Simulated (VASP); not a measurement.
Here is a VASP 6.6.1 calculation.

Contents of INCAR:

```
PREC     = Accurate       # precision mode
ENCUT    = 520            # plane-wave cutoff, eV
EDIFF    = 1E-6           # SCF threshold, eV
ISMEAR   = 0              # smearing method
SIGMA    = 0.15           # smearing width, eV
LREAL    = False          # projectors in reciprocal space
LASPH    = True           # aspherical terms in the spheres
NELM     = 100            # most SCF steps
ALGO     = Normal         # electronic algorithm
ISIF     = 2              # what is computed and relaxed
LWAVE    = False          # write WAVECAR
LCHARG   = False          # write CHGCAR
GGA      = CA             # functional
NBANDS   = 12             # bands
```

Contents of KPOINTS:

```
Automatic mesh
0
Gamma
  20 20 20
```

The input POSCAR:

```
P
1.0
   -1.6915100431      2.5151650373      1.8589441358
    1.6915100431     -2.5151650373      1.8589441358
    1.6915100431      2.5151650373     -1.8589441358
P
2
Direct
    0.8033091100      0.0533091100      0.7500000000
    0.1966908900      0.9466908900      0.2500000000
```

Potentials or basis: VASP PAW LDA potentials, release 64 (P).

Command:

```bash
$ cat potpaw_LDA.64/P/POTCAR > POTCAR
$ mpirun -np 1 vasp_std > vasp.out
```

Predict the largest force.

0.274 eV/Å.

Predict the band gap on the k mesh.

zero (bands 5 and 6 overlap by 1.18 eV).

What does it give for the pressure?

-2.3 GPa.

Forces on the atoms (eV/Å):
```
P    0.000  0.000 -0.274
P    0.000  0.000  0.274
```
